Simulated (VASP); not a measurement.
# MnO (Pm-3m) in VASP: a series of runs

MnO is run at these levels: PBE; tasks: single point.

All numbers are computed with VASP 6.6.1; they aren't measurements. Logs are shortened: lines on timing, memory, paths and dates and some standing lists are left out, and cuts for length are marked.

## Step 1: The cell of the first run

Symmetry: Pm-3m, No. 221, cubic system. Conventional cell: a = 2.654 Å, b = 2.654 Å, c = 2.654 Å, α = 90.00°, β = 90.00°, γ = 90.00°. Within 3.0 Å of Mn (site symmetry m-3m) lie 8 O at 2.30 Å and 6 Mn at 2.65 Å. Within 3.0 Å of O (site symmetry m-3m) lie 8 Mn at 2.30 Å and 6 O at 2.65 Å.

## Step 2: Single point, PBE, collinear spin, ferromagnetic start

Input file INCAR:

```
PREC = Accurate
ENCUT = 520
EDIFF = 1E-6
ISMEAR = -1
SIGMA = 0.05
LREAL = F
LASPH = T
NELM = 150
ALGO = Normal
ISIF = 2
LWAVE = F
LCHARG = F
ISPIN = 2
MAGMOM = 4 0
LORBIT = 11
LMAXMIX = 4
GGA = PE
NBANDS = 20
```

Input file KPOINTS:

```
regular mesh
0
Gamma
  10 10 10
```

Input file POSCAR:

```
MnO
1.0
    2.6544526252      0.0000000000      0.0000000000
    0.0000000000      2.6544526252      0.0000000000
    0.0000000000      0.0000000000      2.6544526252
Mn O
1 1
Direct
    0.0000000000      0.0000000000      0.0000000000
    0.5000000000      0.5000000000      0.5000000000
```

Potentials or basis: VASP PAW PBE potentials, release 64 (Mn_pv, O).

Command:

```sh
> cat potpaw_PBE.64/Mn_pv/POTCAR potpaw_PBE.64/O/POTCAR > POTCAR
> mpirun -np 1 vasp_std > vasp.out
```

OUTCAR:

```text
PREC = Accurate
   ENCUT = 520
   EDIFF = 1E-6
   ISMEAR = -1
   LREAL = F
   LASPH = T
   NELM = 150
   ISIF = 2
   ISPIN = 2
   LORBIT = 11
   GGA = PE

 ion  position               nearest neighbor table
   1  0.000  0.000  0.000-   2 2.30   2 2.30   2 2.30   2 2.30   2 2.30   2 2.30   2 2.30   2 2.30

   2  0.500  0.500  0.500-   1 2.30   1 2.30   1 2.30   1 2.30   1 2.30   1 2.30   1 2.30   1 2.30

  LATTYP: Found a simple cubic cell.
 ALAT       =     2.6544526252

  Lattice vectors:

 A1 = (   2.6544526252,   0.0000000000,   0.0000000000)
 A2 = (   0.0000000000,   2.6544526252,   0.0000000000)
 A3 = (   0.0000000000,   0.0000000000,   2.6544526252)

Analysis of symmetry for initial positions (statically):
=====================================================================
 Subroutine PRICEL returns:
 Original cell was already a primitive cell.

 Routine SETGRP: Setting up the symmetry group for a
 simple cubic supercell.

 Subroutine GETGRP returns: Found 48 space group operations
 (whereof 48 operations were pure point group operations)
 out of a pool of 48 trial point group operations.

The static configuration has the point symmetry O_h .

Analysis of symmetry for dynamics (positions and initial velocities):
=====================================================================
 Subroutine PRICEL returns:
 Original cell was already a primitive cell.

 Routine SETGRP: Setting up the symmetry group for a
 simple cubic supercell.

 Subroutine GETGRP returns: Found 48 space group operations
 (whereof 48 operations were pure point group operations)
 out of a pool of 48 trial point group operations.

The dynamic configuration has the point symmetry O_h .

Analysis of structural, dynamic, and magnetic symmetry:
=====================================================================
 Subroutine PRICEL returns:
 Original cell was already a primitive cell.

 Routine SETGRP: Setting up the symmetry group for a
 simple cubic supercell.

 Subroutine GETGRP returns: Found 48 space group operations
 (whereof 48 operations were pure point group operations)
 out of a pool of 48 trial point group operations.

The overall configuration has the point symmetry O_h .

 Subroutine INISYM returns: Found 48 space group operations
 (whereof 48 operations are pure point group operations),
 and found     1 'primitive' translations

----------------------------------------------------------------------------------------

                                     Primitive cell

  volume of cell :      18.7036

  direct lattice vectors                    reciprocal lattice vectors
     2.654452625  0.000000000  0.000000000     0.376725503  0.000000000  0.000000000
     0.000000000  2.654452625  0.000000000     0.000000000  0.376725503  0.000000000
     0.000000000  0.000000000  2.654452625     0.000000000  0.000000000  0.376725503

  length of vectors
     2.654452625  2.654452625  2.654452625     0.376725503  0.376725503  0.376725503

  position of ions in fractional coordinates (direct lattice)
     0.000000000  0.000000000  0.000000000
     0.500000000  0.500000000  0.500000000

  ion indices of the primitive-cell ions
   primitive index   ion index
                 1           1
                 2           2

----------------------------------------------------------------------------------------

 KPOINTS: regular mesh

Automatic generation of k-mesh.
 Grid dimensions read from file:
 generate k-points for:   10   10   10

 Generating k-lattice:

  Cartesian coordinates                     Fractional coordinates (reciprocal lattice)
     0.037672550  0.000000000  0.000000000     0.100000000  0.000000000  0.000000000
     0.000000000  0.037672550  0.000000000     0.000000000  0.100000000  0.000000000
     0.000000000  0.000000000  0.037672550     0.000000000  0.000000000  0.100000000

  Length of vectors
     0.037672550  0.037672550  0.037672550

  Shift w.r.t. Gamma in fractional coordinates (k-lattice)
     0.000000000  0.000000000  0.000000000

 Subroutine IBZKPT returns following result:
 ===========================================

 Found     56 irreducible k-points:

 Following reciprocal coordinates:
            Coordinates               Weight
  0.000000  0.000000  0.000000      1.000000
  0.100000  0.000000  0.000000      6.000000
  0.200000  0.000000  0.000000      6.000000
  0.300000  0.000000  0.000000      6.000000
  0.400000  0.000000  0.000000      6.000000
  0.500000  0.000000  0.000000      3.000000
[... 16 lines left out ...]
  0.200000  0.100000  0.100000     24.000000
  0.300000  0.100000  0.100000     24.000000
 [... further k-points ...]
   k-points           NKPTS =     56   k-points in BZ     NKDIM =     56   number of bands    NBANDS=     20
   number of dos      NEDOS =    301   number of ions     NIONS =      2
   total plane-waves  NPLWV =   8000
   dimension x,y,z NGX =    20 NGY =   20 NGZ =   20
   dimension x,y,z NGXF=    40 NGYF=   40 NGZF=   40
   ions per type =               1   1
   NGX,Y,Z   is equivalent  to a cutoff of  12.53, 12.53, 12.53 a.u.
   NGXF,Y,Z  is equivalent  to a cutoff of  25.05, 25.05, 25.05 a.u.
 SYSTEM =  unknown system
   PREC   = accura    normal or accurate (medium, high low for compatibility)
   ISTART =      0    job   : 0-new  1-cont  2-samecut
   ICHARG =      2    charge: 1-file 2-atom 10-const
   ISPIN  =      2    spin polarized calculation?
   LNONCOLLINEAR =      F non collinear calculations
   LSORBIT =      F    spin-orbit coupling
   LASPH  =      T    aspherical Exc in radial PAW
   ENCUT  =  520.0 eV  38.22 Ry    6.18 a.u.   4.94  4.94  4.94*2*pi/ulx,y,z
   NELM   =    150;   NELMIN=  2; NELMDL= -5     # of ELM steps
   EDIFF  = 0.1E-05   stopping-criterion for ELM
   LREAL  =      F    real-space projection
[... 7 lines left out ...]
   TEBEG  =    0.0;   TEEND  =   0.0 temperature during run
   PSTRESS=    0.0 pullay stress
   NELECT =      19.0000    total number of electrons
   NUPDOWN=      -1.0000    fix difference up-down
   EMIN   =  10.00;   EMAX   =-10.00  energy-range for DOS
   EFERMI =   0.00;   METHOD = LEGACY
   ISMEAR =    -1;   SIGMA  =   0.05  broadening in eV -4-tet -1-fermi 0-gaus
   EFERMI_NEDOS =   21; number of points for ismear=-14 and -15
   IALGO  =     38    algorithm
   IMIX   =      4    mixing-type and parameters
     AMIX     =   0.40;   BMIX     =  1.00
     AMIX_MAG =   1.60;   BMIX_MAG =  1.00
  volume/ion in A,a.u.               =       9.35        63.11
  Fermi-wavevector in a.u.,A,eV,Ry     =   1.645701  3.109925 36.849111  2.708333
  Thomas-Fermi vector in A             =   2.735454
   LORBIT       =     11    0 simple, 1 ext, 2 COOP (PROOUT), +10 PAW based schemes
   GGA     = PE    functional components
   LHFCALC =     F    Hartree Fock is set to
   AEXX    =    0.0000 exact exchange contribution
   IVDW    =     0    specifies the selected vdW correction
   LEPSILON=     F    determine dielectric tensor
   LRPA    =     F    only Hartree local field effects (RPA)
 spin polarized calculation
  energy-cutoff  :      520.00
  volume of cell :       18.70
 maximum number of plane-waves:       518
 NGX is ok and might be reduce to    20
   NGX =  9   NGY =  9   NGZ =  9

 number of electron      19.0000015 magnetization       3.9517880

 Free energy of the ion-electron system (eV)
  ---------------------------------------------------
  ext. energy  EPLUGINS =         0.00000000
  ---------------------------------------------------
  free energy    TOTEN  =       -15.25858289 eV

  energy without entropy =      -15.23908635  energy(sigma->0) =      -15.24883462

 E-fermi :   8.6885     XC(G=0): -12.9520

 val. band max:        8.6826395225   @ k =   0.4000   0.2000   0.1000
 cond. band min:       8.7082507602   @ k =   0.3000   0.2000   0.1000
 fundamental gap:      0.0256112377
 Fermi energy:         8.6885361884

 spin component 1

 k-point     1 :       0.0000    0.0000    0.0000
  band No.  band energies     occupation
      1     -40.9526      1.00000
      2     -40.9526      1.00000
      3     -40.9526      1.00000
      4     -11.7444      1.00000
      5       4.7081      1.00000
      6       4.7081      1.00000
[... 12 lines left out ...]
     19      37.7621      0.00000
     20      37.7621      0.00000

 k-point     2 :       0.1000    0.0000    0.0000
  band No.  band energies     occupation
      1     -40.9729      1.00000
      2     -40.9509      1.00000
      3     -40.9509      1.00000
      4     -11.6447      1.00000
      5       4.0957      1.00000
      6       4.7491      1.00000
[... 12 lines left out ...]
     19      36.1334      0.00000
     20      36.9957      0.00000

 k-point     3 :       0.2000    0.0000    0.0000
  band No.  band energies     occupation
      1     -41.0257      1.00000
      2     -40.9463      1.00000
      3     -40.9463      1.00000
      4     -11.3709      1.00000
      5       2.7092      1.00000
      6       4.8581      1.00000
[... 12 lines left out ...]
     19      33.8695      0.00000
     20      36.3818      0.00000

 k-point     4 :       0.3000    0.0000    0.0000
  band No.  band energies     occupation
      1     -41.0906      1.00000
      2     -40.9407      1.00000
      3     -40.9407      1.00000
      4     -11.0011      1.00000
      5       1.3218      1.00000
      6       4.6486      1.00000
[... 429 lines left out ...]
 k-point    23 :       0.2000    0.1000    0.1000
  band No.  band energies     occupation
      1     -41.0217      1.00000
      2     -40.9653      1.00000
      3     -40.9636      1.00000
      4     -11.2038      1.00000
      5       2.8472      1.00000
      6       4.1723      1.00000
[... 12 lines left out ...]
     19      34.1740      0.00000
     20      34.6871      0.00000

 k-point    24 :       0.3000    0.1000    0.1000
  band No.  band energies     occupation
      1     -41.0860      1.00000
      2     -40.9594      1.00000
      3     -40.9578      1.00000
      4     -10.8639      1.00000
      5       1.5575      1.00000
      6       4.0962      1.00000
[... 12 lines left out ...]
     19      33.5413      0.00000
     20      34.5940      0.00000

 [... further k-points ...]

 spin component 2

 k-point     1 :       0.0000    0.0000    0.0000
  band No.  band energies     occupation
      1     -36.9756      1.00000
      2     -36.9756      1.00000
      3     -36.9756      1.00000
      4     -11.5083      1.00000
      5       5.8212      1.00000
      6       5.8212      1.00000
[... 12 lines left out ...]
     19      38.6774      0.00000
     20      38.6774      0.00000

 k-point     2 :       0.1000    0.0000    0.0000
  band No.  band energies     occupation
      1     -36.9991      1.00000
      2     -36.9735      1.00000
      3     -36.9735      1.00000
      4     -11.4112      1.00000
      5       4.9468      1.00000
      6       5.7785      1.00000
[... 12 lines left out ...]
     19      37.1812      0.00000
     20      37.9105      0.00000

 k-point     3 :       0.2000    0.0000    0.0000
  band No.  band energies     occupation
      1     -37.0602      1.00000
      2     -36.9682      1.00000
      3     -36.9682      1.00000
      4     -11.1454      1.00000
      5       3.4243      1.00000
      6       5.6671      1.00000
[... 12 lines left out ...]
     19      35.1284      0.00000
     20      37.3835      0.00000

 k-point     4 :       0.3000    0.0000    0.0000
  band No.  band energies     occupation
      1     -37.1353      1.00000
      2     -36.9617      1.00000
      3     -36.9617      1.00000
      4     -10.7882      1.00000
      5       1.9982      1.00000
      6       5.5299      1.00000
[... 429 lines left out ...]
 k-point    23 :       0.2000    0.1000    0.1000
  band No.  band energies     occupation
      1     -37.0554      1.00000
      2     -36.9903      1.00000
      3     -36.9879      1.00000
      4     -10.9823      1.00000
      5       3.5380      1.00000
      6       5.0746      1.00000
[... 12 lines left out ...]
     19      35.5068      0.00000
     20      35.8285      0.00000

 k-point    24 :       0.3000    0.1000    0.1000
  band No.  band energies     occupation
      1     -37.1296      1.00000
      2     -36.9833      1.00000
      3     -36.9811      1.00000
      4     -10.6533      1.00000
      5       2.2150      1.00000
      6       5.0590      1.00000
[... 12 lines left out ...]
     19      34.9552      0.00000
     20      35.7059      0.00000

 [... further k-points ...]
[... 5 lines left out ...]
  --------------------------------------------------------------------------------------
  -------------------------------------------------------------------------------------
  Total        0.6779880      0.6779880      0.6779880     -0.0000000      0.0000000     -0.0000000
  in kB       58.0774614     58.0774614     58.0774614     -0.0000000      0.0000000     -0.0000000
  external PRESSURE =      58.0774614 kB  Pullay stress =       0.0000000 kB

 VOLUME and BASIS-vectors are now :
 -----------------------------------------------------------------------------
  energy-cutoff  :      520.00
  volume of cell :       18.70
      direct lattice vectors                 reciprocal lattice vectors
     2.654452625  0.000000000  0.000000000     0.376725503  0.000000000  0.000000000
     0.000000000  2.654452625  0.000000000     0.000000000  0.376725503  0.000000000
     0.000000000  0.000000000  2.654452625     0.000000000  0.000000000  0.376725503

 POSITION                                       TOTAL-FORCE (eV/Angst)
 -----------------------------------------------------------------------------------
      0.00000      0.00000      0.00000         0.000000      0.000000      0.000000
      1.32723      1.32723      1.32723         0.000000      0.000000      0.000000
 -----------------------------------------------------------------------------------
    total drift:                                0.000000      0.000000      0.000000

  FREE ENERGIE OF THE ION-ELECTRON SYSTEM (eV)
  ---------------------------------------------------
  free  energy   TOTEN  =       -15.2585828858 eV

  energy  without entropy=      -15.2390863505  energy(sigma->0) =      -15.24883462

 total charge

# of ion       s       p       d       tot
------------------------------------------
    1        0.217   6.196   5.075  11.488
    2        1.576   3.374   0.000   4.950
--------------------------------------------------
tot          1.793   9.570   5.075  16.438

 magnetization (x)

# of ion       s       p       d       tot
------------------------------------------
    1        0.025   0.037   3.648   3.710
    2        0.026   0.055   0.000   0.081
--------------------------------------------------
tot          0.051   0.092   3.648   3.791
```

Wall time 20 s (1 thread of Intel Xeon Platinum 8559C (Emerald Rapids), shared host); peak memory 0.15 GiB.

Results:

* Free energy: -15.2586 eV
* Pressure: 5.8 GPa
* Net moment: 3.95 μB per cell
* Site moments: Mn +3.71; O +0.08 μB
* Valence electrons inside the program's atomic spheres: Mn 11.49; O 4.95

Caveat: a cell with one magnetic atom can't hold antiferromagnetic order, which such compounds often take; semilocal functionals often make such compounds metallic where correlation or magnetic order opens a gap, which also shifts bond lengths. With open d or f shells a metallic result of PBE can be an artefact of self-interaction; +U or a hybrid may open a gap.

## Step 3: Single point, PBE, collinear spin, ferromagnetic start

This run uses another cell than the first one, of 9.54 Å³/atom, 1.020 times its volume.

Input file INCAR:

```
ALGO     = Normal         # electronic algorithm
EDIFF    = 1E-6           # SCF threshold, eV
ENCUT    = 520            # plane-wave cutoff, eV
GGA      = PE             # functional
ISIF     = 2              # what is computed and relaxed
ISMEAR   = -1             # smearing method
ISPIN    = 2              # spin polarisation
LASPH    = T              # aspherical terms in the spheres
LCHARG   = F              # write CHGCAR
LMAXMIX  = 4              # l up to which the mixer works
LORBIT   = 11             # projections on sites
LREAL    = F              # projectors in reciprocal space
LWAVE    = F              # write WAVECAR
MAGMOM   = 4 0            # initial moments
NBANDS   = 20             # bands
NELM     = 150            # most SCF steps
PREC     = Accurate       # precision mode
SIGMA    = 0.05           # smearing width, eV
```

Input file KPOINTS:

```
k-points
0
Gamma
  10 10 10
```

Input file POSCAR:

```
MnO
1.0
    2.6723886600      0.0000000000      0.0000000000
    0.0000000000      2.6723886600      0.0000000000
    0.0000000000      0.0000000000      2.6723886600
Mn O
1 1
Direct
    0.0000000000      0.0000000000      0.0000000000
    0.5000000000      0.5000000000      0.5000000000
```

Potentials or basis: VASP PAW PBE potentials, release 64 (Mn_pv, O).

Command:

```sh
> cat potpaw_PBE.64/Mn_pv/POTCAR potpaw_PBE.64/O/POTCAR > POTCAR
> mpirun -np 1 vasp_std > vasp.out
```

Wall time 24 s (1 thread of Intel Xeon Platinum 8559C (Emerald Rapids), shared host); peak memory 0.15 GiB.

The run converged. Its results:

- Free energy: -15.2737 eV
- Pressure: 5.9 GPa
- Net moment: 4.19 μB per cell
- Site moments: Mn +3.90; O +0.11 μB
- Valence electrons inside the program's atomic spheres: Mn 11.46; O 4.95

Levels at points of the mesh, in eV from the Fermi level:
Spin up:
```csv
k point,band 8,band 9,band 10,band 11,band 12,band 13,band 14,band 15,band 16,band 17
"(0.00, 0.00, 0.00)",-3.00,-3.00,-1.36,-1.36,-1.36,0.36,15.06,15.06,19.33,19.33
"(0.50, 0.00, 0.00)",-3.64,-1.26,-0.80,0.25,0.25,5.54,7.93,14.81,16.99,16.99
"(0.50, 0.50, 0.00)",-2.38,-2.17,-2.12,-2.12,-0.59,6.28,10.49,10.49,16.02,23.72
"(0.50, 0.50, 0.50)",-0.54,-0.54,0.54,0.54,0.54,6.44,6.44,6.44,15.49,20.68
```
Spin down:
| k point | band 4 | band 5 | band 6 | band 7 | band 8 | band 9 | band 10 | band 11 |
| --- | --- | --- | --- | --- | --- | --- | --- | --- |
| (0.00, 0.00, 0.00) | -19.97 | -2.73 | -2.73 | -2.73 | -0.95 | -0.95 | 1.76 | 2.69 |
| (0.50, 0.00, 0.00) | -18.84 | -7.87 | -3.16 | -3.16 | -0.32 | 2.55 | 2.83 | 3.23 |
| (0.50, 0.50, 0.00) | -18.31 | -5.88 | -5.88 | -1.95 | -0.49 | 1.12 | 1.70 | 1.70 |
| (0.50, 0.50, 0.50) | -17.46 | -6.30 | -6.30 | -6.30 | 3.36 | 3.36 | 3.58 | 3.58 |

Caveat: a cell with one magnetic atom can't hold antiferromagnetic order, which such compounds often take; semilocal functionals often make such compounds metallic where correlation or magnetic order opens a gap, which also shifts bond lengths. With open d or f shells a metallic result of PBE can be an artefact of self-interaction; +U or a hybrid may open a gap.
